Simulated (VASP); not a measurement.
The system is SnSe, a slab with vacuum.

```
CELL_PARAMETERS angstrom
4.28533 0.00000 0.00000
0.00000 4.28533 0.00000
0.00000 0.00000 10.99069
ATOMIC_POSITIONS crystal
Sn 0.00000 0.50000 0.62777
Sn 0.50000 0.00000 0.37223
Se 0.00000 0.50000 0.38396
Se 0.50000 0.00000 0.61604
```

Base run:

- Program: VASP 6.6.1
- Functional: PBE
- Potentials or basis: VASP PAW PBE potentials, release 64 (Sn_d, Se)
- Cutoff: 520 eV
- k mesh: 6 × 6 × 3
- Occupations: fermi-dirac, width 0.05 eV
- Spin: no spin polarisation

Its results: band gap on the k mesh 1.52 eV, direct; largest force 0.265 eV/Å.

The run is repeated on the same cell with these changes: functional from PBE to PBEsol. What comes out?

Band gap on the k mesh 1.47 eV, direct; largest force 0.094 eV/Å.

Caveats: spin-orbit coupling is left out, which moves the levels of the heavy elements; the PAW data sets were made with another functional, which shifts forces and pressure a little (some runs).

A k mesh can miss the band edges.
